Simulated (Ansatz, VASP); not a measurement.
# Two plane-wave programs on AlN

```
Al N
1.0
     4.37714    0.00000    0.00000
     0.00000   -4.37714    0.00000
     0.00000    0.00000   -4.37714
Al N
4 4
Direct
  0.91858 0.02879 0.91858
  0.50000 0.50000 0.00000
  0.50000 0.00000 0.50000
  0.00000 0.50000 0.50000
  0.75000 0.75000 0.75000
  0.25000 0.25000 0.75000
  0.25000 0.75000 0.25000
  0.75000 0.25000 0.25000
```

Alike in both runs: task single point; functional PBEsol; k mesh 6 × 6 × 6; occupations gaussian, width 0.05 eV; no spin polarisation.

|  | VASP | Ansatz |
| --- | --- | --- |
| version | VASP 6.6.1 | Ansatz 0.2.0 |
| potentials or method | VASP PAW PBE potentials, release 64 (Al, N), cutoff 520 eV | scalar-relativistic, plane waves, PAW |
| valence electrons in the cell | 32 | 32 |

|  | VASP | Ansatz | Ansatz less VASP |
| --- | --- | --- | --- |
| gap on the k mesh at the Fermi level (eV) | 0.26 | 0.27 | +0.007 |
| least direct gap on the mesh (eV) | 0.35 | 0.36 | +0.007 |
| pressure (GPa) | 6.8 | 6.7 | -0.12 |
| traceless stress, the component that is largest in VASP (GPa) | 6.51 | 6.46 | -0.056 |
| rms of the force components (eV/Å) | 2.583 | 2.563 | -0.0201 |

VASP's potentials were made for PBE, not for PBEsol, and Ansatz warns of the same on its side. Atom by atom the forces differ by 0.025 eV/Å (rms over components). With one functional, cell and mesh, what is left measures potentials, basis and numerics.
